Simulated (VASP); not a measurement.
A run of VASP 6.6.1 is set up as follows.

File INCAR:

```
SYSTEM = SiNi3
PREC = Accurate ; ENCUT = 690
EDIFF = 1E-6 ; ISMEAR = -1
SIGMA = 0.05 ; LREAL = .False.
LASPH = .True. ; NELM = 200
ALGO = Normal ; ISIF = 2
LWAVE = .False. ; LCHARG = .False.
ISPIN = 2 ; MAGMOM = 1.5 1.5 1.5 0
LORBIT = 11 ; NUPDOWN = 4.5
LMAXMIX = 4 ; GGA = PS
NBANDS = 41 ; GGA_COMPAT = .False.
```

File KPOINTS:

```
Automatic mesh
0
Gamma
  6 6 6
  0 0 0
```

File POSCAR:

```
SiNi3
1.0
    3.5420000000      0.0000000000      0.0000000000
    0.0000000000      3.5420000000      0.0000000000
    0.0000000000      0.0000000000      3.5420000000
Ni Si
3 1
Direct
    0.5000000000      0.5000000000      0.0000000000
    0.5000000000      0.0000000000      0.5000000000
    0.0000000000      0.5000000000      0.5000000000
    0.0000000000      0.0000000000      0.0000000000
```

Potentials or basis: VASP PAW PBE potentials, release 64 (Ni_sv_GW, Si).

Command:

```bash
$ cat potpaw_PBE.64/Ni_sv_GW/POTCAR potpaw_PBE.64/Si/POTCAR > POTCAR
$ mpirun -np 1 vasp_std > vasp.out
```

Problem. Predict the pressure.

Solution. 3.4 GPa.

Caveat: the cell stands under pressure; the PAW data sets were made with another functional, which shifts forces and pressure a little; the total moment is fixed, so each spin has its own Fermi level and the state may be an excited one.
